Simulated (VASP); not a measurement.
Runs of VASP 6.6.1 on W. The structure is that of space group I4/mmm (No. 139), or close to it. The cells are those of the table. 

| cell | further INCAR settings | gap on the mesh (eV) | pressure (GPa) |
| --- | --- | --- | --- |
| a = 2.772 Å, angles 112.1, 112.1, 104.2°, 1 atom | ALGO = Fast; EDIFF = 1e-06; NBANDS = 13 | none | -1.4 |
| a = 2.835 Å, angles 101.5, 101.5, 126.9°, 1 atom | ALGO = Fast; EDIFF = 1e-07; NBANDS = 13 | none | 15.0 |
| a = 2.782 Å, angles 105.4, 105.4, 118.0°, 1 atom | ALGO = Fast; EDIFF = 1e-06; NBANDS = 13 | none | (b) |
| a = 2.811 Å, angles 117.3, 117.3, 94.8°, 1 atom | ALGO = Fast; EDIFF = 1e-07; NBANDS = 13 | none | (a) |
| a = 2.802 Å, angles 103.5, 103.5, 122.2°, 1 atom | ALGO = Fast; EDIFF = 1e-06; NBANDS = 13 | none | 6.5 |

Alike in all rows: task single point; level PBE; potentials or basis VASP PAW PBE potentials, release 64 (W_sv); no spin polarisation; k mesh 24 × 24 × 24; cutoff (eV) 520; smearing gaussian 0.15 eV.

Fill in the values left out.

(a) 2.7; (b) 1.7.

Caveats: spin-orbit coupling is left out, which moves the levels of the heavy elements; the stress differs along the axes, from -18 to 7 GPa (at least some runs); the stress differs along the axes, from -2 to 48 GPa (at least some runs); the stress differs along the axes, from -12 to 28 GPa (at least some runs); the stress differs along the axes, from -13 to 10 GPa (at least some runs); the stress differs along the axes, from -4 to 26 GPa (at least some runs).

A k mesh can miss the band edges, and the runs leave out spin-orbit coupling on W.

A gap of «none» marks levels without a gap at the run's occupations.
